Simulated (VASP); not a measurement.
A run of VASP 6.6.1 is set up as follows.

The input INCAR:

```
  PREC = Accurate
  ENCUT = 520
  EDIFF = 1E-6
  ISMEAR = 0
  SIGMA = 0.15
  LREAL = F
  LASPH = T
  NELM = 100
  ALGO = Fast
  ISIF = 2
  LWAVE = F
  LCHARG = F
  GGA = PE
  NBANDS = 12
```

KPOINTS

```
regular mesh
0
Gamma
  18 18 18
```

The input POSCAR:

```
Cd
1.0
    0.0000000000      2.3143393943      2.2541534960
    2.2241732545      0.0000000000      2.2541534960
    2.2241732545      2.3143393943      0.0000000000
Cd
1
Direct
    0.0000000000      0.0000000000      0.0000000000
```

Potentials or basis: VASP PAW PBE potentials, release 64 (Cd).

The run is started by

```console
$ cat potpaw_PBE.64/Cd/POTCAR > POTCAR
$ mpirun -np 1 vasp_std > vasp.out
```

(1) Predict the pressure.

(2) Estimate the band gap on the k mesh.

Answers

(1) -0.4 GPa.

(2) zero (band 6 reaches 4.20 eV, above the bottom of band 7 at 1.00 eV).

Caveat: the cell differs from its parent crystal (normal strain along x -0.0133, normal strain along y +0.0267).
